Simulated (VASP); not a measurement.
# Al3GaN4 (P-42m) in VASP: notebook

Al3GaN4 is run at these levels: r2SCAN; tasks: single point.

Everything below comes from runs of VASP 6.6.1. Logs are shortened: lines on timing, memory, paths and dates and some standing lists are left out, and cuts for length are marked.

## 1. The cell of the first run

Symmetry: P-42m, No. 111, tetragonal system. The conventional cell has a = 4.269 Å, b = 4.269 Å, c = 4.532 Å, α = 90.00°, β = 90.00°, γ = 90.00°. Within 2.5 Å of Al (site symmetry -42m) lie 4 N at 1.87 Å. Al (site symmetry 222) has 4 N at 1.87 Å within 2.5 Å. Ga (site symmetry -42m) has 4 N at 1.93 Å within 2.6 Å. Within 2.5 Å of N (site symmetry m) lie 3 Al at 1.87 Å and 1 Ga at 1.93 Å.

## 2. Single point, r2SCAN (biaxial strain in the a-b plane: -3.0 %, then relaxed in part)

Contents of POSCAR:

```
Al3GaN4
1.0
    4.2692001747      0.0000000000      0.0000000000
    0.0000000000      4.2692001747      0.0000000000
    0.0000000000      0.0000000000      4.5322577711
Al Ga N
3 1 4
Direct
    0.5000000000      0.5000000000      0.0000000000
    0.5000000000      0.0000000000      0.5000000000
    0.0000000000      0.5000000000      0.5000000000
    0.0000000000      0.0000000000      0.0000000000
    0.7442149074      0.7442149074      0.2551724219
    0.7442149074      0.2557850926      0.7448275781
    0.2557850926      0.7442149074      0.7448275781
    0.2557850926      0.2557850926      0.2551724219
```

Contents of INCAR.step1:

```
PREC     = Accurate       # precision mode
ENCUT    = 520            # plane-wave cutoff, eV
ISMEAR   = 0              # smearing method
SIGMA    = 0.02           # smearing width, eV
LREAL    = False          # projectors in reciprocal space
LASPH    = True           # aspherical terms in the spheres
NELM     = 100            # most SCF steps
NBANDS   = 31             # bands
GGA      = PE             # functional
ALGO     = Normal         # electronic algorithm
EDIFF    = 1E-4           # SCF threshold, eV
LWAVE    = True           # write WAVECAR
LCHARG   = False          # write CHGCAR
```

Contents of INCAR.step2:

```
PREC     = Accurate       # precision mode
ENCUT    = 520            # plane-wave cutoff, eV
EDIFF    = 1E-7           # SCF threshold, eV
ISMEAR   = 0              # smearing method
SIGMA    = 0.02           # smearing width, eV
LREAL    = False          # projectors in reciprocal space
LASPH    = True           # aspherical terms in the spheres
NELM     = 100            # most SCF steps
ALGO     = Normal         # electronic algorithm
ISIF     = 2              # what is computed and relaxed
LWAVE    = False          # write WAVECAR
LCHARG   = False          # write CHGCAR
METAGGA  = R2SCAN         # meta-GGA
LMIXTAU  = True         
NBANDS   = 31             # bands
ISTART   = 1
```

Contents of KPOINTS:

```
Automatic mesh
0
Gamma
  6 6 6
```

Potentials or basis: VASP PAW PBE potentials, release 64 (Al, Ga_d, N).

Launch:

```sh
> cat potpaw_PBE.64/Al/POTCAR potpaw_PBE.64/Ga_d/POTCAR potpaw_PBE.64/N/POTCAR > POTCAR
> cp INCAR.step1 INCAR
> mpirun -np 1 vasp_std > vasp.out
> cp INCAR.step2 INCAR
> mpirun -np 1 vasp_std > vasp.out
```

OUTCAR:

```text
PREC = Accurate
   ENCUT = 520
   EDIFF = 1E-7
   ISMEAR = 0
   LREAL = False
   LASPH = True
   NELM = 100
   ISIF = 2
   METAGGA = R2SCAN
   ISTART = 1

 ion  position               nearest neighbor table
   1  0.500  0.500  0.000-   5 1.87   6 1.87   7 1.87   8 1.87   4 3.02   4 3.02   4 3.02   4 3.02
                             3 3.11   2 3.11   3 3.11   2 3.11   3 3.11   2 3.11   3 3.11   2 3.11
   2  0.500  0.000  0.500-   5 1.87   6 1.87   7 1.87   8 1.87   3 3.02   3 3.02   3 3.02   3 3.02
                             4 3.11   1 3.11   1 3.11   1 3.11   4 3.11   4 3.11   4 3.11   1 3.11
   3  0.000  0.500  0.500-   5 1.87   6 1.87   7 1.87   8 1.87   2 3.02   2 3.02   2 3.02   2 3.02
                             4 3.11   1 3.11   4 3.11   4 3.11   1 3.11   4 3.11   1 3.11   1 3.11
   4  0.000  0.000  0.000-   5 1.93   6 1.93   7 1.93   8 1.93   1 3.02   1 3.02   1 3.02   1 3.02
                             3 3.11   2 3.11   3 3.11   3 3.11   3 3.11   2 3.11   2 3.11   2 3.11
   5  0.744  0.744  0.255-   2 1.87   3 1.87   1 1.87   4 1.93
   6  0.744  0.256  0.745-   2 1.87   3 1.87   1 1.87   4 1.93
   7  0.256  0.744  0.745-   2 1.87   3 1.87   1 1.87   4 1.93
   8  0.256  0.256  0.255-   2 1.87   3 1.87   1 1.87   4 1.93

  LATTYP: Found a simple tetragonal cell.
 ALAT       =     4.2692001747
 C/A-ratio  =     1.0616175362

  Lattice vectors:

 A1 = (   4.2692001747,   0.0000000000,   0.0000000000)
 A2 = (   0.0000000000,   4.2692001747,   0.0000000000)
 A3 = (   0.0000000000,   0.0000000000,   4.5322577711)

Analysis of symmetry for initial positions (statically):
=====================================================================
 Subroutine PRICEL returns:
 Original cell was already a primitive cell.

 Routine SETGRP: Setting up the symmetry group for a
 simple tetragonal supercell.

 Subroutine GETGRP returns: Found  8 space group operations
 (whereof  8 operations were pure point group operations)
 out of a pool of 16 trial point group operations.

The static configuration has the point symmetry D_2d.

Analysis of symmetry for dynamics (positions and initial velocities):
=====================================================================
 Subroutine PRICEL returns:
 Original cell was already a primitive cell.

 Routine SETGRP: Setting up the symmetry group for a
 simple tetragonal supercell.

 Subroutine GETGRP returns: Found  8 space group operations
 (whereof  8 operations were pure point group operations)
 out of a pool of 16 trial point group operations.

The dynamic configuration has the point symmetry D_2d.

 Subroutine INISYM returns: Found  8 space group operations
 (whereof  8 operations are pure point group operations),
 and found     1 'primitive' translations

----------------------------------------------------------------------------------------

                                     Primitive cell

  volume of cell :      82.6052

  direct lattice vectors                    reciprocal lattice vectors
     4.269200175  0.000000000  0.000000000     0.234235913  0.000000000  0.000000000
     0.000000000  4.269200175  0.000000000     0.000000000  0.234235913  0.000000000
     0.000000000  0.000000000  4.532257771     0.000000000  0.000000000  0.220640584

  length of vectors
     4.269200175  4.269200175  4.532257771     0.234235913  0.234235913  0.220640584

  position of ions in fractional coordinates (direct lattice)
     0.500000000  0.500000000  0.000000000
     0.500000000  0.000000000  0.500000000
     0.000000000  0.500000000  0.500000000
     0.000000000  0.000000000  0.000000000
     0.744214907  0.744214907  0.255172422
     0.744214907  0.255785093  0.744827578
     0.255785093  0.744214907  0.744827578
     0.255785093  0.255785093  0.255172422

  ion indices of the primitive-cell ions
   primitive index   ion index
                 1           1
                 2           2
                 3           3
                 4           4
                 5           5
                 6           6
                 7           7
                 8           8

----------------------------------------------------------------------------------------

 KPOINTS: Automatic mesh

Automatic generation of k-mesh.
 Grid dimensions read from file:
 generate k-points for:    6    6    6

 Generating k-lattice:

  Cartesian coordinates                     Fractional coordinates (reciprocal lattice)
     0.039039319  0.000000000  0.000000000     0.166666667  0.000000000  0.000000000
     0.000000000  0.039039319  0.000000000     0.000000000  0.166666667  0.000000000
     0.000000000  0.000000000  0.036773431     0.000000000  0.000000000  0.166666667

  Length of vectors
     0.039039319  0.039039319  0.036773431

  Shift w.r.t. Gamma in fractional coordinates (k-lattice)
     0.000000000  0.000000000  0.000000000

 Subroutine IBZKPT returns following result:
 ===========================================

 Found     40 irreducible k-points:

 Following reciprocal coordinates:
            Coordinates               Weight
  0.000000  0.000000  0.000000      1.000000
  0.166667  0.000000  0.000000      4.000000
  0.333333  0.000000  0.000000      4.000000
  0.500000  0.000000  0.000000      2.000000
  0.166667  0.166667  0.000000      4.000000
  0.333333  0.166667  0.000000      8.000000
[... 16 lines left out ...]
  0.333333  0.000000  0.333333      8.000000
  0.500000  0.000000  0.333333      4.000000
 [... further k-points ...]
   k-points           NKPTS =     40   k-points in BZ     NKDIM =     40   number of bands    NBANDS=     31
   number of dos      NEDOS =    301   number of ions     NIONS =      8
   total plane-waves  NPLWV =  36864
   dimension x,y,z NGX =    32 NGY =   32 NGZ =   36
   dimension x,y,z NGXF=    64 NGYF=   64 NGZF=   72
   ions per type =               3   1   4
   NGX,Y,Z   is equivalent  to a cutoff of  12.46, 12.46, 13.21 a.u.
   NGXF,Y,Z  is equivalent  to a cutoff of  24.92, 24.92, 26.41 a.u.
 SYSTEM =  unknown system
   PREC   = accura    normal or accurate (medium, high low for compatibility)
   ISTART =      1    job   : 0-new  1-cont  2-samecut
   ICHARG =      0    charge: 1-file 2-atom 10-const
   ISPIN  =      1    spin polarized calculation?
   LNONCOLLINEAR =      F non collinear calculations
   LSORBIT =      F    spin-orbit coupling
   LASPH  =      T    aspherical Exc in radial PAW
   ENCUT  =  520.0 eV  38.22 Ry    6.18 a.u.   7.94  7.94  8.43*2*pi/ulx,y,z
   NELM   =    100;   NELMIN=  2; NELMDL=  0     # of ELM steps
   EDIFF  = 0.1E-06   stopping-criterion for ELM
   LREAL  =      F    real-space projection
   EDIFFG = 0.1E-05   stopping-criterion for IOM
   NSW    =      0    number of steps for IOM
   IBRION =     -1    ionic relax: 0-MD 1-quasi-New 2-CG
   NFREE  =      0    steps in history (QN), initial steepest desc. (CG)
   ISIF   =      2    stress and relaxation
   ISYM   =      2    0-nonsym 1-usesym 2-fastsym
   POTIM  = 0.5000    time-step for ionic-motion
   TEBEG  =    0.0;   TEEND  =   0.0 temperature during run
   PSTRESS=    0.0 pullay stress
   NELECT =      42.0000    total number of electrons
   NUPDOWN=      -1.0000    fix difference up-down
   EMIN   =  10.00;   EMAX   =-10.00  energy-range for DOS
   EFERMI =   0.00;   METHOD = LEGACY
   ISMEAR =     0;   SIGMA  =   0.02  broadening in eV -4-tet -1-fermi 0-gaus
   EFERMI_NEDOS =   21; number of points for ismear=-14 and -15
   IALGO  =     38    algorithm
   IMIX   =      4    mixing-type and parameters
     AMIX     =   0.40;   BMIX     =  1.00
     AMIX_MAG =   1.60;   BMIX_MAG =  1.00
  volume/ion in A,a.u.               =      10.33        69.68
  Fermi-wavevector in a.u.,A,eV,Ry     =   1.306638  2.469188 23.229276  1.707304
  Thomas-Fermi vector in A             =   2.437427
   LORBIT       =      0    0 simple, 1 ext, 2 COOP (PROOUT), +10 PAW based schemes
   METAGGA = R2SCAN    functional components
   LHFCALC =     F    Hartree Fock is set to
   AEXX    =    0.0000 exact exchange contribution
   IVDW    =     0    specifies the selected vdW correction
   LEPSILON=     F    determine dielectric tensor
   LRPA    =     F    only Hartree local field effects (RPA)
 non-spin polarized calculation
 Gauss-broadening in eV      SIGMA  =   0.02
  energy-cutoff  :      520.00
  volume of cell :       82.61
 maximum number of plane-waves:      2260
 NGX is ok and might be reduce to    32
   NGX = 15   NGY = 15   NGZ = 17

 number of electron      42.0000010 magnetization

 Free energy of the ion-electron system (eV)
  ---------------------------------------------------
  ext. energy  EPLUGINS =         0.00000000
  ---------------------------------------------------
  free energy    TOTEN  =       -79.28019124 eV

  energy without entropy =      -79.28019124  energy(sigma->0) =      -79.28019124

 E-fermi :   6.0558     XC(G=0): -11.9129

 val. band max:        5.9374619600   @ k =   0.1667   0.1667   0.0000
 cond. band min:       9.7515429653   @ k =   0.0000   0.0000   0.0000
 fundamental gap:      3.8140810053
 Fermi energy:         6.0557906217

 k-point     1 :       0.0000    0.0000    0.0000
  band No.  band energies     occupation
      1     -10.3729      2.00000
      2      -8.3924      2.00000
      3      -8.2908      2.00000
      4      -8.2908      2.00000
      5      -7.1466      2.00000
      6      -7.1207      2.00000
[... 23 lines left out ...]
     30      18.9094      0.00000
     31      19.0197      0.00000

 k-point     2 :       0.1667    0.0000    0.0000
  band No.  band energies     occupation
      1     -10.2345      2.00000
      2      -8.3922      2.00000
      3      -8.3886      2.00000
      4      -8.3010      2.00000
      5      -7.1420      2.00000
      6      -7.1173      2.00000
[... 23 lines left out ...]
     30      18.9054      0.00000
     31      19.3757      0.00000

 k-point     3 :       0.3333    0.0000    0.0000
  band No.  band energies     occupation
      1      -9.8450      2.00000
      2      -8.7220      2.00000
      3      -8.3898      2.00000
      4      -8.3230      2.00000
      5      -7.1323      2.00000
      6      -7.1063      2.00000
[... 703 lines left out ...]
     30      17.2257      0.00000
     31      17.9952      0.00000

 k-point    24 :       0.5000    0.0000    0.3333
  band No.  band energies     occupation
      1      -9.1150      2.00000
      2      -8.9182      2.00000
      3      -8.6135      2.00000
      4      -8.4100      2.00000
      5      -7.1205      2.00000
      6      -7.0847      2.00000
[... 23 lines left out ...]
     30      17.3900      0.00000
     31      17.8695      0.00000

 [... further k-points ...]
[... 5 lines left out ...]
  --------------------------------------------------------------------------------------
  -------------------------------------------------------------------------------------
  Total        5.1521418      5.1521418      0.0066979      0.0000000     -0.0000000      0.0000000
  in kB       99.9288181     99.9288181      0.1299097      0.0000000     -0.0000000      0.0000000
  external PRESSURE =      66.6625153 kB  Pullay stress =       0.0000000 kB

 VOLUME and BASIS-vectors are now :
 -----------------------------------------------------------------------------
  energy-cutoff  :      520.00
  volume of cell :       82.61
      direct lattice vectors                 reciprocal lattice vectors
     4.269200175  0.000000000  0.000000000     0.234235913  0.000000000  0.000000000
     0.000000000  4.269200175  0.000000000     0.000000000  0.234235913  0.000000000
     0.000000000  0.000000000  4.532257771     0.000000000  0.000000000  0.220640584

 POSITION                                       TOTAL-FORCE (eV/Angst)
 -----------------------------------------------------------------------------------
      2.13460      2.13460      0.00000         0.000000      0.000000      0.000000
      2.13460      0.00000      2.26613         0.000000     -0.000000      0.000000
      0.00000      2.13460      2.26613         0.000000      0.000000      0.000000
      0.00000      0.00000      0.00000         0.000000     -0.000000      0.000000
      3.17720      3.17720      1.15651        -0.044623     -0.044623      0.047828
      3.17720      1.09200      3.37575        -0.044623      0.044623     -0.047828
      1.09200      3.17720      3.37575         0.044623     -0.044623     -0.047828
      1.09200      1.09200      1.15651         0.044623      0.044623      0.047828
 -----------------------------------------------------------------------------------
    total drift:                                0.000000      0.000000      0.000000

  FREE ENERGIE OF THE ION-ELECTRON SYSTEM (eV)
  ---------------------------------------------------
  free  energy   TOTEN  =       -79.2801912354 eV

  energy  without entropy=      -79.2801912354  energy(sigma->0) =      -79.28019124
```

It took 6.8 min on 1 thread of Intel Xeon 8259CL, shared host; peak memory 0.26 GiB.

Results:

```
Free energy            : -79.2802 eV
Pressure               : 6.7 GPa
Largest force          : 0.079 eV/Å
Band gap on the k mesh : 3.81 eV (least direct gap 3.84 eV)
```

Forces on the atoms (eV/Å):
```
Al   0.000  0.000  0.000
Al   0.000  0.000  0.000
Al   0.000  0.000  0.000
Ga   0.000  0.000  0.000
N   -0.045 -0.045  0.048
N   -0.045  0.045 -0.048
N    0.045 -0.045 -0.048
N    0.045  0.045  0.048
```

Stress tensor (GPa, compression positive):
```
9.99 0.00 0.00
0.00 9.99 0.00
0.00 0.00 0.01
```

Caveat: the cell differs from its parent crystal (biaxial strain in the a-b plane: -3.0 %, then relaxed in part); the stress differs along the axes, from 0 to 10 GPa; the PAW data sets were made with another functional, which shifts forces and pressure a little. A k mesh can miss the band edges.

## 3. Single point, r2SCAN

POSCAR is that of step 2.

Contents of INCAR.step1:

```
SYSTEM = Al3GaN4
  ALGO = Normal
  EDIFF = 1E-4
  ENCUT = 520
  GGA = PE
  ISMEAR = 0
  LASPH = .TRUE.
  LCHARG = .FALSE.
  LREAL = .FALSE.
  LWAVE = .TRUE.
  NBANDS = 31
  NELM = 60
  PREC = Accurate
  SIGMA = 0.02
```

Contents of INCAR.step2:

```
SYSTEM = Al3GaN4
  ALGO = Normal
  EDIFF = 1E-6
  ENCUT = 520
  ISIF = 2
  ISMEAR = 0
  ISTART = 1
  LASPH = .TRUE.
  LCHARG = .FALSE.
  LMIXTAU = .TRUE.
  LREAL = .FALSE.
  LWAVE = .FALSE.
  METAGGA = R2SCAN
  NBANDS = 31
  NELM = 60
  PREC = Accurate
  SIGMA = 0.02
```

Contents of KPOINTS:

```
k-points
0
G
  6 6 6
  0 0 0
```

Potentials or basis: VASP PAW PBE potentials, release 64 (Al, Ga_d, N).

Launch:

```sh
> cat potpaw_PBE.64/Al/POTCAR potpaw_PBE.64/Ga_d/POTCAR potpaw_PBE.64/N/POTCAR > POTCAR
> cp INCAR.step1 INCAR
> mpirun -np 1 vasp_std > vasp.out
> cp INCAR.step2 INCAR
> mpirun -np 1 vasp_std > vasp.out
```

Run time: 6 min. Hardware: 1 thread of Intel Xeon 8259CL, shared host; peak memory 0.25 GiB.

It converged, with:

```yaml
Free_energy: -79.2802 eV
Pressure: 6.7 GPa
Largest_force: 0.079 eV/Å
Band_gap_on_the_k_mesh: 3.81 eV (least direct gap 3.84 eV)
```

Forces in eV/Å, atoms in the order of the input:
```
Al   0.000  0.000  0.000
Al   0.000  0.000  0.000
Al   0.000  0.000  0.000
Ga   0.000  0.000  0.000
N   -0.045 -0.045  0.048
N   -0.045  0.045 -0.048
N    0.045 -0.045 -0.048
N    0.045  0.045  0.048
```

Stress tensor (GPa, compression positive):
```
9.99 0.00 0.00
0.00 9.99 0.00
0.00 0.00 0.01
```

Levels at points of the mesh, in eV from the valence-band top:
```csv
k point,band 19,band 20,band 21,band 22,band 23,band 24
"(0.00, 0.00, 0.00)",-0.32,-0.03,-0.03,3.81,3.81,4.15
"(0.50, 0.00, 0.00)",-1.48,-1.24,-1.15,6.35,6.44,6.92
"(0.50, 0.50, 0.00)",-0.45,-0.37,-0.37,8.27,8.46,8.46
"(0.00, 0.00, 0.50)",-1.18,-0.86,-0.86,6.22,6.24,6.36
"(0.50, 0.00, 0.50)",-0.88,-0.86,-0.76,8.08,8.22,8.29
"(0.50, 0.50, 0.50)",-0.50,-0.27,-0.27,6.23,7.78,7.78
```

Caveat: the stress differs along the axes, from 0 to 10 GPa; the PAW data sets were made with another functional, which shifts forces and pressure a little.
